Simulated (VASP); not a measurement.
Write the native input for VASP 6.6.1 that does the following.

```yaml
Task: relaxation of cell and atoms
Functional: LDA
Potentials_or_basis: VASP PAW LDA potentials, release 64 (Hf_pv, C)
Cutoff: 600 eV
k_mesh: 17 × 17 × 17
Occupations: fermi-dirac, width 0.08 eV
Spin: no spin polarisation
Dipole_correction: no
Further_INCAR_settings: ALGO = Normal; EDIFF = 1e-06; IBRION = 2; EDIFFG = -0.005; NSW = 60; ISIF = 3
```

The structure of HfC (rocksalt type) lies in POSCAR:

```
HfC
1.0
    0.0000000000      2.1586006647      2.1586006647
    2.1586006647      0.0000000000      2.1586006647
    2.1586006647      2.1586006647      0.0000000000
Hf C
1 1
Direct
    0.0000000000      0.0000000000      0.0000000000
    0.5000000000      0.5000000000      0.5000000000
```

These files were run (other wordings do the same):

INCAR

```
  PREC = Accurate
  ENCUT = 600
  EDIFF = 1E-6
  ISMEAR = -1
  SIGMA = 0.08
  LREAL = F
  LASPH = T
  NELM = 100
  ALGO = Normal
  ISIF = 3
  LWAVE = F
  LCHARG = F
  GGA = CA
  IBRION = 2
  NSW = 60
  EDIFFG = -0.005
```

KPOINTS

```
Automatic mesh
0
Gamma
  17 17 17
```

Potentials or basis: VASP PAW LDA potentials, release 64 (Hf_pv, C).

Run with:

```sh
$ cat potpaw_LDA.64/Hf_pv/POTCAR potpaw_LDA.64/C/POTCAR > POTCAR
$ mpirun -np 1 vasp_std > vasp.out
```

Results of the run:

```json
{
  "Relaxed volume": "11.98 Å³/atom",
  "Relaxed cell": "a = 3.236 Å, b = 3.236 Å, c = 3.236 Å, α = 60.00°, β = 60.00°, γ = 60.00°",
  "Space group after relaxing (to 0.1 Å)": "Fm-3m (No. 225)",
  "Pressure after relaxing": "0.0 GPa",
  "Band gap on the k mesh": "zero (bands 7 and 8 overlap by 1.46 eV)"
}
```

Caveat: the volume moved by over 15 % at a fixed basis, so the end points are rough; spin-orbit coupling is left out, which moves the levels of the heavy elements.

It took 2.2 min on 1 thread of Intel Xeon 8259CL, on a shared host, peak memory 0.18 GiB.
